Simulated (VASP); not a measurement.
# HgGe2Ru2 (I4/mmm) in VASP: further runs, part 2 of 2

VASP 6.6.1. The steps go on from the part before.

**3. Relaxation of cell and atoms, PBE**

This run uses another cell than the first one, of the same volume but with other edges.

INCAR reads:

```
SYSTEM = HgGe2Ru2
  PREC = Accurate
  ENCUT = 600
  EDIFF = 1E-6
  ISMEAR = 0
  SIGMA = 0.1
  LREAL = .FALSE.
  LASPH = .TRUE.
  NELM = 60
  ALGO = Fast
  ISIF = 3
  LWAVE = .FALSE.
  LCHARG = .FALSE.
  GGA = PE
  IBRION = 2
  NSW = 90
  EDIFFG = -0.04
```

KPOINTS reads:

```
regular mesh
0
G
  6 6 6
  0 0 0
```

POSCAR reads:

```
HgGe2Ru2
1.0
   -2.0062029545      2.0062029545      5.2637998312
    2.0062029545     -2.0062029545      5.2637998312
    2.0062029545      2.0062029545     -5.2637998312
Ge Hg Ru
2 1 2
Direct
    0.2500000000      0.7500000000      0.5000000000
    0.7500000000      0.2500000000      0.5000000000
    0.0000000000      0.0000000000      0.0000000000
    0.6260000000      0.6260000000      0.0000000000
    0.3740000000      0.3740000000      0.0000000000
```

Potentials or basis: VASP PAW PBE potentials, release 64 (Ge_d, Hg, Ru_pv).

On the command line:

```
> cat potpaw_PBE.64/Ge_d/POTCAR potpaw_PBE.64/Hg/POTCAR potpaw_PBE.64/Ru_pv/POTCAR > POTCAR
> mpirun -np 1 vasp_std > vasp.out
```

OUTCAR:

```text
SYSTEM = HgGe2Ru2
   PREC = Accurate
   ENCUT = 600
   EDIFF = 1E-6
   ISMEAR = 0
   LREAL = .FALSE.
   LASPH = .TRUE.
   NELM = 60
   ISIF = 3
   GGA = PE
   IBRION = 2
   NSW = 90
   EDIFFG = -0.04

 ion  position               nearest neighbor table
   1  0.250  0.750  0.500-   5 2.39   4 2.39   5 2.39   4 2.39   2 2.84   2 2.84   2 2.84   2 2.84
                             3 3.31   3 3.31   3 3.31   3 3.31
   2  0.750  0.250  0.500-   5 2.39   4 2.39   5 2.39   4 2.39   1 2.84   1 2.84   1 2.84   1 2.84
                             3 3.31   3 3.31   3 3.31   3 3.31
   3  0.000  0.000  0.000-   4 3.13   4 3.13   4 3.13   5 3.13   4 3.13   5 3.13   5 3.13   5 3.13
                             1 3.31   2 3.31   2 3.31   1 3.31   2 3.31   1 3.31   1 3.31   2 3.31
   4  0.626  0.626  0.000-   1 2.39   2 2.39   1 2.39   2 2.39   5 2.65   3 3.13   3 3.13   3 3.13
                             3 3.13
   5  0.374  0.374  0.000-   1 2.39   2 2.39   1 2.39   2 2.39   4 2.65   3 3.13   3 3.13   3 3.13
                             3 3.13

  LATTYP: Found a body centered tetragonal cell.
 ALAT       =     4.0124059090
 C/A-ratio  =     2.6237623763

  Lattice vectors:

 A1 = (  -2.0062029545,   2.0062029545,   5.2637998312)
 A2 = (   2.0062029545,  -2.0062029545,   5.2637998312)
 A3 = (   2.0062029545,   2.0062029545,  -5.2637998312)

Analysis of symmetry for initial positions (statically):
[... 297 lines left out ...]

--------------------------------------- Ionic step       11  -------------------------------------------

 number of electron      67.9999990 magnetization

------------------------ aborting loop because EDIFF is reached ----------------------------------------
[... 73 lines left out ...]
--------------------------------------- Ionic step       13  -------------------------------------------

 number of electron      67.9999984 magnetization

 Free energy of the ion-electron system (eV)
  ---------------------------------------------------
  ext. energy  EPLUGINS =         0.00000000
  ---------------------------------------------------
  free energy    TOTEN  =       -27.26643640 eV

  energy without entropy =      -27.25164739  energy(sigma->0) =      -27.25904190

 E-fermi :   7.5837     XC(G=0): -12.2462

 val. band max:        7.5761304566   @ k =  -0.3333   0.3333   0.1667
 cond. band min:       7.6084425230   @ k =  -0.1667   0.3333   0.1667
 fundamental gap:      0.0323120664
 Fermi energy:         7.5836518441

 k-point     1 :       0.0000    0.0000    0.0000
  band No.  band energies     occupation
      1     -34.7959      2.00000
      2     -34.5493      2.00000
      3     -34.4531      2.00000
      4     -34.4531      2.00000
      5     -34.4288      2.00000
      6     -34.4288      2.00000
[... 1021 lines left out ...]
     39      12.8315      0.00000
     40      13.9786      0.00000

 [... further k-points ...]

------------------------ aborting loop because EDIFF is reached ----------------------------------------

  FORCE on cell =-STRESS in cart. coord.  units (eV):
  Direction    XX          YY          ZZ          XY          YZ          ZX
  --------------------------------------------------------------------------------------
  -------------------------------------------------------------------------------------
  Total       -0.0098205     -0.0098205     -0.0157935      0.0000000      0.0000000      0.0000000
  in kB       -0.1853124     -0.1853124     -0.2980218      0.0000000      0.0000000      0.0000000
  external PRESSURE =      -0.2228822 kB  Pullay stress =       0.0000000 kB
[... 20 lines left out ...]
  FREE ENERGIE OF THE ION-ELECTRON SYSTEM (eV)
  ---------------------------------------------------
  free  energy   TOTEN  =       -27.2664364018 eV

  energy  without entropy=      -27.2516473900  energy(sigma->0) =      -27.25904190

 reached required accuracy - stopping structural energy minimisation
```

It took 49 min on 1 thread of Intel Xeon 6975P-C, shared host; peak memory 0.42 GiB.

Results:

```yaml
Free_energy: -27.2664 eV
Relaxed_volume: 16.98 Å³/atom
Relaxed_cell: a = 6.620 Å, b = 6.620 Å, c = 6.620 Å, α = 147.18°, β = 147.18°, γ = 47.10°
Space_group_after_relaxing_to_0.05_Å: I4/mmm (No. 139)
Energy_gained_by_relaxing: 144.6 meV/atom
Ionic_steps: 13
Pressure_after_relaxing: 0.0 GPa
Largest_force_after_relaxing: 0.019 eV/Å
Band_gap_on_the_k_mesh: zero (band 34 reaches 7.64 eV, above the bottom of band 35 at 7.49 eV)
```

Forces in eV/Å, atoms in the order of the input:
```
Ge   0.000  0.000  0.000
Ge   0.000  0.000  0.000
Hg   0.000  0.000  0.000
Ru   0.000  0.000 -0.019
Ru   0.000  0.000  0.019
```

Step by step:
| step | energy change (eV) | largest force (eV/Å) | pressure (GPa) | volume (Å³) |
| --- | --- | --- | --- | --- |
| 1 | 0.0000 | 2.7572 | 9.69 | 84.74 |
| 2 | -0.0307 | 1.0610 | -11.72 | 97.90 |
| 3 | -0.3791 | 0.4672 | -3.40 | 91.00 |
| 4 | -0.3796 | 0.5277 | -3.03 | 90.79 |
| 5 | -0.5196 | 0.0053 | -1.20 | 88.33 |
| 6 | -0.5713 | 0.4009 | 0.93 | 86.07 |
| 7 | -0.5779 | 0.4979 | 1.95 | 85.18 |
| 8 | -0.6815 | 0.2017 | -1.54 | 86.32 |
| 9 | -0.6999 | 0.2230 | -3.04 | 86.86 |
| 10 | -0.6890 | 0.0101 | 1.09 | 83.95 |
| 11 | -0.7176 | 0.1046 | -1.35 | 85.57 |
| 12 | -0.7209 | 0.0935 | 0.87 | 84.51 |
| 13 | -0.7228 | 0.0194 | -0.02 | 84.91 |

Final structure:
```
Ge Hg Ru
1.0
    -1.87028    1.87028    6.06828
     1.87028   -1.87028    6.06828
     1.87028    1.87028   -6.06828
Ge Hg Ru
2 1 2
Direct
  0.25000 0.75000 0.50000
  0.75000 0.25000 0.50000
  0.00000 0.00000 0.00000
  0.61213 0.61213 0.00000
  0.38787 0.38787 0.00000
```

Caveat: the k points lie up to 0.40 Å⁻¹ apart in the final cell; spin-orbit coupling is left out, which moves the levels of the heavy elements.
